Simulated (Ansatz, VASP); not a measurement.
## NaMg6Sb in VASP and in Ansatz

The input INCAR:

```
PREC = Accurate
ENCUT = 520
EDIFF = 1E-7
ISMEAR = -1
SIGMA = 0.05
LREAL = F
LASPH = T
NELM = 80
ALGO = Fast
ISIF = 2
LWAVE = F
LCHARG = T
GGA = PE
LELF = T
LVHAR = T
NBANDS = 22
```

File KPOINTS:

```
Automatic mesh
0
Gamma
  5 5 5
```

Contents of POSCAR:

```
NaMg6Sb
1.0
    5.2725770000      0.0000000000      0.0000000000
    0.0000000000      3.1768340000      5.7177785000
    0.0000000000     -3.1768340000      5.7177785000
Sb Mg Na
1 6 1
Direct
    0.0000000000      0.6657290000      0.6657290000
    0.5000000000      0.8362990000      0.8362990000
    0.5000000000      0.3357240000      0.3357240000
    0.5000000000      0.3305960000      0.8318680000
    0.5000000000      0.8318680000      0.3305960000
    0.0000000000      0.1680800000      0.6645300000
    0.0000000000      0.6645300000      0.1680800000
    0.0000000000      0.1671700000      0.1671700000
```

The input input.yaml:

```yaml
crystal:
  lattice:
    - [5.272577, 0.0, 0.0]
    - [0.0, 3.176834, 5.7177785]
    - [0.0, -3.176834, 5.7177785]
  atoms:
    - { symbol: Sb, position: [0.0, 0.665729, 0.665729] }
    - { symbol: Mg, position: [0.5, 0.836299, 0.836299] }
    - { symbol: Mg, position: [0.5, 0.335724, 0.335724] }
    - { symbol: Mg, position: [0.5, 0.330596, 0.831868] }
    - { symbol: Mg, position: [0.5, 0.831868, 0.330596] }
    - { symbol: Mg, position: [0.0, 0.16808, 0.66453] }
    - { symbol: Mg, position: [0.0, 0.66453, 0.16808] }
    - { symbol: Na, position: [0.0, 0.16717, 0.16717] }
hamiltonian:
  xc: pbe
  pseudopotentials: { kind: paw }
kpoints:
  mp_grid: { grid: [5, 5, 5] }
scf:
  occupations: { method: fermi_dirac, width: 0.05 }
output:
  forces: true
  stress: true
  eigenvalues: true
```

Alike in both runs: task single point; functional PBE; k mesh 5 × 5 × 5; occupations fermi-dirac, width 0.05 eV; no spin polarisation.

|  | VASP | Ansatz |
| --- | --- | --- |
| version | VASP 6.6.1 | Ansatz 0.2.0 |
| potentials or method | VASP PAW PBE potentials, release 64 (Sb, Mg, Na_pv) | Ansatz PAW |
| plane-wave cutoff (eV) | 520 | 420 |
| valence electrons in the cell | 24 | 84 |

```tsv
	VASP	Ansatz	Ansatz less VASP
gap on the k mesh at the Fermi level (eV)	none	none	-
pressure (GPa)	-0.2	-0.1	+0.07
traceless stress, the component that is largest in VASP (GPa)	-1.32	-1.31	+0.004
rms of the force components (eV/Å)	0.049	0.048	-0.0008
```

Atom by atom the forces differ by 0.001 eV/Å (rms over components). A gap of «none» marks a metal or a gap that the smearing closes. VASP's potentials hold 24 valence electrons a cell and Ansatz's 84, so a difference there can come from the potentials and not from the codes.

Spin-orbit coupling is off throughout.
